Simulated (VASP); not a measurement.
A run of VASP 6.6.1 is set up as follows.

POSCAR

```
RbCl
1.0
    0.0000000000      3.3590767497      3.3590767497
    3.3590767497      0.0000000000      3.3590767497
    3.3590767497      3.3590767497      0.0000000000
Rb Cl
1 1
Direct
    0.0000000000      0.0000000000      0.0000000000
    0.5000000000      0.5000000000      0.5000000000
```

File INCAR.step1:

```
ALGO     = Normal         # electronic algorithm
EDIFF    = 1E-5           # SCF threshold, eV
ENCUT    = 550            # plane-wave cutoff, eV
GGA      = PE             # functional
GGA_COMPAT= F            
ISMEAR   = 0              # smearing method
LASPH    = T              # aspherical terms in the spheres
LCHARG   = F              # write CHGCAR
LREAL    = F              # projectors in reciprocal space
LWAVE    = T              # write WAVECAR
NBANDS   = 15             # bands
NELM     = 120            # most SCF steps
PREC     = Accurate       # precision mode
SIGMA    = 0.01           # smearing width, eV
```

The input INCAR.step2:

```
ALGO     = Normal         # electronic algorithm
EDIFF    = 1E-6           # SCF threshold, eV
ENCUT    = 550            # plane-wave cutoff, eV
GGA_COMPAT= F            
ISIF     = 2              # what is computed and relaxed
ISMEAR   = 0              # smearing method
ISTART   = 1            
LASPH    = T              # aspherical terms in the spheres
LCHARG   = T              # write CHGCAR
LELF     = T              # ELF
LMIXTAU  = T            
LREAL    = F              # projectors in reciprocal space
LVHAR    = T            
LWAVE    = F              # write WAVECAR
METAGGA  = R2SCAN         # meta-GGA
NBANDS   = 15             # bands
NELM     = 120            # most SCF steps
PREC     = Accurate       # precision mode
SIGMA    = 0.01           # smearing width, eV
```

File KPOINTS:

```
k-points
0
Gamma
  5 5 5
```

Potentials or basis: VASP PAW PBE potentials, release 64 (Rb_sv, Cl).

Launch:

```console
$ cat potpaw_PBE.64/Rb_sv/POTCAR potpaw_PBE.64/Cl/POTCAR > POTCAR
$ cp INCAR.step1 INCAR
$ mpirun -np 1 vasp_std > vasp.out
$ cp INCAR.step2 INCAR
$ mpirun -np 1 vasp_std > vasp.out
```

Problem. Estimate the pressure.

Solution. -0.7 GPa.

Problem. What does it give for the band gap on the k mesh?

Solution. 5.41 eV, direct.

Caveat: the PAW data sets were made with another functional, which shifts forces and pressure a little. r2SCAN opens gaps a little over a GGA but as a rule still falls short of measured ones.
